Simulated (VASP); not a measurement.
Input of a VASP 6.6.1 run:

Contents of INCAR:

```
SYSTEM = Cd
PREC = Accurate
ENCUT = 600
EDIFF = 1E-7
ISMEAR = 0
SIGMA = 0.1
LREAL = .False.
LASPH = .True.
NELM = 60
ALGO = Fast
ISIF = 3
LWAVE = .False.
LCHARG = .False.
GGA = PE
IBRION = 2
NSW = 100
EDIFFG = -0.01
LUSENCCL = .False.
```

File KPOINTS:

```
Automatic mesh
0
Gamma
  6 6 6
  0 0 0
```

The input POSCAR:

```
Cd
1.0
    3.7639688076      2.1731284043      7.1883072209
   -3.7639688076      2.1731284043      7.1883072209
    0.0000000000     -4.3462568085      7.1883072209
Cd
12
Direct
    0.0981495516      0.4921710971      0.0981495516
    0.0981495516      0.0981495516      0.4921710971
    0.4921710971      0.0981495516      0.0981495516
    0.9018504484      0.5078289029      0.9018504484
    0.5078289029      0.9018504484      0.9018504484
    0.9018504484      0.9018504484      0.5078289029
    0.2408313151      0.6382819271      0.2408313151
    0.2408313151      0.2408313151      0.6382819271
    0.6382819271      0.2408313151      0.2408313151
    0.7591686849      0.3617180729      0.7591686849
    0.3617180729      0.7591686849      0.7591686849
    0.7591686849      0.7591686849      0.3617180729
```

Potentials or basis: VASP PAW PBE potentials, release 64 (Cd).

Run with:

```sh
$ cat potpaw_PBE.64/Cd/POTCAR > POTCAR
$ mpirun -np 1 vasp_std > vasp.out
```

(1) What does it give for the band gap on the k mesh?

(2) Estimate the relaxed cell.

(3) What does it give for the relaxed volume?

(4) Predict the space group after relaxing (to 0.1 Å).

## Answers

(1) zero (bands 72 and 73 overlap by 1.39 eV).

(2) a = 8.398 Å, b = 8.398 Å, c = 8.398 Å, α = 53.41°, β = 53.41°, γ = 53.41°.

(3) 29.52 Å³/atom.

(4) R-3m (No. 166).
